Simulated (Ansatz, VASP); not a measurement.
Ge3Pd in VASP and in Ansatz

INCAR

```
SYSTEM = Ge3Pd
  PREC = Accurate
  ENCUT = 520
  EDIFF = 1E-6
  ISMEAR = -1
  SIGMA = 0.05
  LREAL = .False.
  LASPH = .True.
  NELM = 60
  ALGO = Normal
  ISIF = 2
  LWAVE = .False.
  LCHARG = .True.
  GGA = PE
  LELF = .True.
  LVHAR = .True.
  NBANDS = 34
```

Contents of KPOINTS:

```
regular mesh
0
Gamma
  7 7 7
  0 0 0
```

Contents of POSCAR:

```
Ge3Pd
1.0
    4.1420230000      0.0000000000      0.0000000000
    0.0000000000      4.1420230000      0.0000000000
    0.0000000000      0.0000000000      4.1420230000
Pd Ge
1 3
Direct
    0.0000000000      0.0000000000      0.0000000000
    0.5000000000      0.5000000000      0.0000000000
    0.5000000000      0.0000000000      0.5000000000
    0.0000000000      0.5000000000      0.5000000000
```

Contents of input.yaml:

```yaml
crystal:
  lattice:
    - [4.142023, 0.0, 0.0]
    - [0.0, 4.142023, 0.0]
    - [0.0, 0.0, 4.142023]
  atoms:
    - { symbol: Pd, position: [0.0, 0.0, 0.0] }
    - { symbol: Ge, position: [0.5, 0.5, 0.0] }
    - { symbol: Ge, position: [0.5, 0.0, 0.5] }
    - { symbol: Ge, position: [0.0, 0.5, 0.5] }
kpoints:
  mp_grid: { grid: [7, 7, 7] }
  band_path:
    path:
      - [0.0, 0.0, 0.0]
      - [0.0, 0.5, 0.0]
      - [0.5, 0.5, 0.0]
      - [0.0, 0.0, 0.0]
      - [0.5, 0.5, 0.5]
      - [0.0, 0.5, 0.0]
    npoints: 8
scf:
  occupations: { method: fermi_dirac, width: 0.05 }
hamiltonian:
  xc: pbe
  pseudopotentials: { kind: all_electron, lapw: { basis_error: 0.002 } }
output:
  forces: true
  stress: true
  eigenvalues: true
```

Alike in both runs: functional PBE; k mesh 7 × 7 × 7; occupations fermi-dirac, width 0.05 eV; no spin polarisation.

|  | VASP | Ansatz |
| --- | --- | --- |
| version | VASP 6.6.1 | Ansatz 0.2.0 |
| potentials or method | VASP PAW PBE potentials, release 64 (Pd, Ge_d), cutoff 520 eV | all-electron LAPW, scalar-relativistic |
| task | single point | band structure |

```csv
,VASP,Ansatz,Ansatz less VASP
gap on the k mesh at the Fermi level (eV),none,none,-
pressure (GPa),-0.1,-0.1,+0.02
```

A gap of «none» marks a metal or a gap that the smearing closes. Ansatz ran all-electron here, and VASP with PAW potentials.
